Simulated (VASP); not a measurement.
Write the native input for VASP 6.6.1 that does the following.

* Task: single point
* Functional: PBE
* Potentials or basis: VASP PAW PBE potentials, release 64 (Pt, Au)
* Cutoff: 520 eV
* k mesh: 2 × 2 × 2, shifted
* Occupations: gaussian, width 0.1 eV
* Spin: no spin polarisation
* Dipole correction: no
* Further INCAR settings: LREAL = Auto; ALGO = Fast; EDIFF = 1e-06; NBANDS = 98; ISYM = 0

The structure of Pt9Au7 lies in POSCAR:

```
Pt9Au7
1.0
   -4.0606602922      4.0580138861     -3.9904169412
    4.0828820038      4.0813738410      3.9915551845
    4.0599684750     -4.0591521294     -3.9908633673
Pt Au
9 7
Direct
    0.2528014411      0.0055133323      0.7582739793
    1.0022500261      0.2524075903      0.7527459554
    0.7521100544      0.4939307174      0.7475010706
    0.2513185599      0.2497305794      0.5016606541
    0.9969044873      0.4938776994      0.5025910759
    0.4995599898      0.2469914675      0.2499106069
    0.0080307670      0.0055641906      0.0032830101
    0.7511189658      0.2496681025      1.0016159832
    0.2381575736      0.7496893690      0.9885988367
    0.4998014063      1.0016819396      0.5008445465
    0.5002950248      0.7498313550      0.7518180519
    0.7506000121      1.0016808766      0.2503250197
    0.7555864679      0.7497294126      0.5060371276
    0.2478135100      0.4977403017      0.2489970375
    1.0012192890      0.7495924904      0.2506420712
    0.4983875814      0.4977334787     -0.0018107321
```

These files were run (other wordings do the same):

INCAR

```
ALGO = Fast
EDIFF = 1E-6
ENCUT = 520
GGA = PE
ISIF = 2
ISMEAR = 0
ISYM = 0
LASPH = True
LCHARG = False
LREAL = Auto
LWAVE = False
NBANDS = 98
NELM = 80
PREC = Accurate
SIGMA = 0.1
```

KPOINTS

```
Automatic mesh
0
Gamma
  2 2 2
  0.5 0.5 0.5
```

Potentials or basis: VASP PAW PBE potentials, release 64 (Pt, Au).

Run with:

```sh
$ cat potpaw_PBE.64/Pt/POTCAR potpaw_PBE.64/Au/POTCAR > POTCAR
$ mpirun -np 1 vasp_std > vasp.out
```

It gave:

| Item | Value |
| --- | --- |
| Pressure | -0.4 GPa |
| Largest force | 0.040 eV/Å |
| Band gap on the k mesh | zero (an odd number of electrons rules out a gap without spin polarisation) |

Caveat: the k points lie up to 0.55 Å⁻¹ apart, too coarse for converged energies and pressures of a metal; spin-orbit coupling is left out, which moves the levels of the heavy elements.

Wall time 5.8 min on 1 thread of AMD EPYC 7R43 64-Core Processor (Zen 3) (shared host), peak memory 0.37 GiB.
